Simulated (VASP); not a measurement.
# Ba (Im-3m) in VASP: notebook, part 2 of 2

VASP 6.6.1.

### 3 Electric field gradients, PBEsol

INCAR reads:

```
SYSTEM = Ba
PREC     = Accurate       ! precision mode
ENCUT    = 520            ! plane-wave cutoff, eV
EDIFF    = 1E-8           ! SCF threshold, eV
ISMEAR   = -1             ! smearing method
SIGMA    = 0.05           ! smearing width, eV
LREAL    = .False.        ! projectors in reciprocal space
LASPH    = .True.         ! aspherical terms in the spheres
NELM     = 60             ! most SCF steps
ALGO     = Normal         ! electronic algorithm
ISIF     = 2              ! what is computed and relaxed
LWAVE    = .False.        ! write WAVECAR
LCHARG   = .False.        ! write CHGCAR
GGA      = PS             ! functional
LEFG     = .True.       
NBANDS   = 11             ! bands
```

KPOINTS reads:

```
Automatic mesh
0
Gamma
  10 10 10
  0 0 0
```

POSCAR reads:

```
Ba
1.0
   -2.5000000000      2.5000000000      2.5000000000
    2.5000000000     -2.5000000000      2.5000000000
    2.5000000000      2.5000000000     -2.5000000000
Ba
1
Direct
    0.0000000000      0.0000000000      0.0000000000
```

Potentials or basis: VASP PAW PBE potentials, release 64 (Ba_sv).

Launch:

```console
$ cat potpaw_PBE.64/Ba_sv/POTCAR > POTCAR
$ mpirun -np 1 vasp_std > vasp.out
```

OUTCAR:

```text
SYSTEM = Ba
   PREC = Accurate
   ENCUT = 520
   EDIFF = 1E-8
   ISMEAR = -1
   LREAL = .False.
   LASPH = .True.
   NELM = 60
   ISIF = 2
   GGA = PS

 ion  position               nearest neighbor table
   1  0.000  0.000  0.000-

  LATTYP: Found a body centered cubic cell.
 ALAT       =     5.0000000000

  Lattice vectors:

 A1 = (  -2.5000000000,   2.5000000000,   2.5000000000)
 A2 = (   2.5000000000,  -2.5000000000,   2.5000000000)
 A3 = (   2.5000000000,   2.5000000000,  -2.5000000000)

Analysis of symmetry for initial positions (statically):
=====================================================================
 Subroutine PRICEL returns:
 Original cell was already a primitive cell.

 Routine SETGRP: Setting up the symmetry group for a
 body centered cubic supercell.

 Subroutine GETGRP returns: Found 48 space group operations
 (whereof 48 operations were pure point group operations)
 out of a pool of 48 trial point group operations.

The static configuration has the point symmetry O_h .

Analysis of symmetry for dynamics (positions and initial velocities):
=====================================================================
 Subroutine PRICEL returns:
 Original cell was already a primitive cell.

 Routine SETGRP: Setting up the symmetry group for a
 body centered cubic supercell.

 Subroutine GETGRP returns: Found 48 space group operations
 (whereof 48 operations were pure point group operations)
 out of a pool of 48 trial point group operations.

The dynamic configuration has the point symmetry O_h .

 Subroutine INISYM returns: Found 48 space group operations
 (whereof 48 operations are pure point group operations),
 and found     1 'primitive' translations

[... 153 lines left out ...]
      4     -12.2082      2.00000
      5      -1.2109      2.00000
      6       3.3824      0.00000
      7       3.3824      0.00000
      8       3.3824      0.00000
      9       4.8284      0.00000
     10       4.8284      0.00000
     11       8.5243      0.00000
[... 309 lines left out ...]
 k-point    24 :      -0.3000    0.3000    0.1000
  band No.  band energies     occupation
      1     -27.2486      2.00000
      2     -12.5225      2.00000
      3     -12.3265      2.00000
      4     -12.2461      2.00000
      5       0.2890      2.00000
      6       2.5050      0.00000
      7       2.7264      0.00000
      8       4.0642      0.00000
      9       4.9580      0.00000
     10       5.3451      0.00000
     11       8.3323      0.00000

 [... further k-points ...]
[... 5 lines left out ...]
  --------------------------------------------------------------------------------------
  -------------------------------------------------------------------------------------
  Total       -0.2128475     -0.2128475     -0.2128475      0.0000000      0.0000000      0.0000000
  in kB       -5.4563105     -5.4563105     -5.4563105      0.0000000      0.0000000      0.0000000
  external PRESSURE =      -5.4563105 kB  Pullay stress =       0.0000000 kB

 VOLUME and BASIS-vectors are now :
 -----------------------------------------------------------------------------
  energy-cutoff  :      520.00
  volume of cell :       62.50
      direct lattice vectors                 reciprocal lattice vectors
    -2.500000000  2.500000000  2.500000000     0.000000000  0.200000000  0.200000000
     2.500000000 -2.500000000  2.500000000     0.200000000  0.000000000  0.200000000
     2.500000000  2.500000000 -2.500000000     0.200000000  0.200000000  0.000000000

 POSITION                                       TOTAL-FORCE (eV/Angst)
 -----------------------------------------------------------------------------------
      0.00000      0.00000      0.00000        -0.000000      0.000000      0.000000
 -----------------------------------------------------------------------------------
    total drift:                               -0.000000      0.000000      0.000000

  FREE ENERGIE OF THE ION-ELECTRON SYSTEM (eV)
  ---------------------------------------------------
  free  energy   TOTEN  =        -2.1462221551 eV

  energy  without entropy=       -2.1351273170  energy(sigma->0) =       -2.14067474

 Electric field gradients (V/A^2)
---------------------------------------------------------------------
 ion       V_xx      V_yy      V_zz      V_xy      V_xz      V_yz
---------------------------------------------------------------------
   1      -0.000    -0.000    -0.000     0.000     0.000     0.000
---------------------------------------------------------------------

 Electric field gradients after diagonalization (V/A^2)
 (convention: |V_zz| > |V_xx| > |V_yy|)
----------------------------------------------------------------------
 ion       V_xx      V_yy      V_zz     asymmetry (V_yy - V_xx)/ V_zz
----------------------------------------------------------------------
   1      -0.000    -0.000     0.000       0.000
----------------------------------------------------------------------

           NMR quadrupolar parameters

 Cq : quadrupolar parameter    Cq=e*Q*V_zz/h
 eta: asymmetry parameters     (V_yy - V_xx)/ V_zz
 Q  : nuclear electric quadrupole moment in mb (millibarn)
----------------------------------------------------------------------
 ion       Cq(MHz)       eta       Q (mb)
----------------------------------------------------------------------
   1       0.000       0.000       1.000
----------------------------------------------------------------------
```

stdout:

```text
POSCAR found type information on POSCAR Ba
 POSCAR found :  1 types and       1 ions
 scaLAPACK will be used
 -----------------------------------------------------------------------------
|                                                                             |
|                                                                             |
|     You enforced a specific xc type in the INCAR file but a different       |
|     I HOPE YOU KNOW WHAT YOU ARE DOING!                                     |
|                                                                             |
 -----------------------------------------------------------------------------

 LDA part: xc-table for (Slater+PW92), standard interpolation
 POSCAR, INCAR and KPOINTS ok, starting setup
 FFT: planning ... GRIDC
 FFT: planning ... GRID_SOFT
 FFT: planning ... GRID
 WAVECAR not read
 entering main loop
ion   1
```

Run time: 30 s. Hardware: 1 thread of Intel Xeon 8259CL, shared host; peak memory 0.19 GiB.

Results:

| Item | Value |
| --- | --- |
| Free energy | -2.1462 eV |
| Pressure | -0.5 GPa |
| Band gap on the k mesh | zero (bands 5 and 6 overlap by 0.87 eV) |
| Largest electric field gradient by atom | zero within the noise of the run |

Levels at points of the mesh, in eV from the Fermi level:
```
           k point  band 3  band 4  band 5  band 6  band 7  band 8
(0.00, 0.00, 0.00)  -13.76  -13.76   -2.76    1.83    1.83    1.83
(0.50, 0.00, 0.00)  -13.91  -13.76   -0.90    0.69    1.30    3.24
(0.50, 0.50, 0.50)  -14.09  -14.09   -0.53   -0.53    4.39    4.39
```

Caveat: the PAW data sets were made with another functional, which shifts forces and pressure a little; spin-orbit coupling is left out, which moves the levels of the heavy elements.
